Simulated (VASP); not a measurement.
Runs of VASP 6.6.1 on Ga4As3N. The structure is that of space group I-42m (No. 121), or close to it. The cells are those of the table. 

```csv
cell,gap on the mesh (eV),pressure (GPa),largest force (eV/Å)
"a = 6.615 Å, angles 131.2, 131.2, 71.4°, 8 atoms",0.04,0.2,-
"a = 6.480 Å, angles 131.2, 131.2, 71.4°, 8 atoms",0.27,(c),0.02
"a = 6.548 Å, angles 131.2, 131.2, 71.4°, 8 atoms",0.12,(a),(b)
"a = 6.533 Å, angles 131.3, 131.3, 71.4°, 8 atoms",0.17,3.4,0.02
```

Alike in all rows: task single point; level PBE; potentials or basis VASP PAW PBE potentials, release 64 (N, Ga_d, As); no spin polarisation; k mesh 6 × 6 × 6; cutoff (eV) 520; smearing gaussian 0.01 eV.

Q: Fill in the values left out.

A: (a) 2.5; (b) 0.01; (c) 5.7.

A k mesh can miss the band edges, and the runs leave out spin-orbit coupling on As, Ga.
